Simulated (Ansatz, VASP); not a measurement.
**Pd: VASP beside Ansatz**

```
CELL_PARAMETERS angstrom
0.00000 2.84586 2.84586
2.84586 0.00000 2.84586
2.84586 2.84586 0.00000
ATOMIC_POSITIONS crystal
Pd 0.12500 0.12500 0.12500
Pd 0.87500 0.87500 0.87500
```

Alike in both runs: task single point; functional LDA; k mesh 11 × 11 × 11; occupations fermi-dirac, width 0.05 eV; collinear spin.

```csv
,VASP,Ansatz
version,VASP 6.6.1,Ansatz 0.2.0
potentials or method,"VASP PAW LDA potentials, release 64 (Pd), cutoff 520 eV","plane waves (420 eV) with PAW, scalar-relativistic"
valence electrons in the cell,20,36
```

|  | VASP | Ansatz | Ansatz less VASP |
| --- | --- | --- | --- |
| pressure (GPa) | -3.6 | -3.5 | +0.14 |
| net moment per atom (μB) | 0.43 | 0.46 | +0.032 |
| size of the moment on the site where the two differ most (μB) | 0.41 | 0.44 | +0.022 |

Ansatz warns that its potentials were made for another functional, while VASP's fit it. LDA's correlation is that of Perdew and Zunger in VASP and of Perdew and Wang (1992) in Ansatz. Site moments also hang on the region over which each program counts them. VASP's potentials hold 20 valence electrons a cell and Ansatz's 36, so a difference there can come from the potentials and not from the codes.
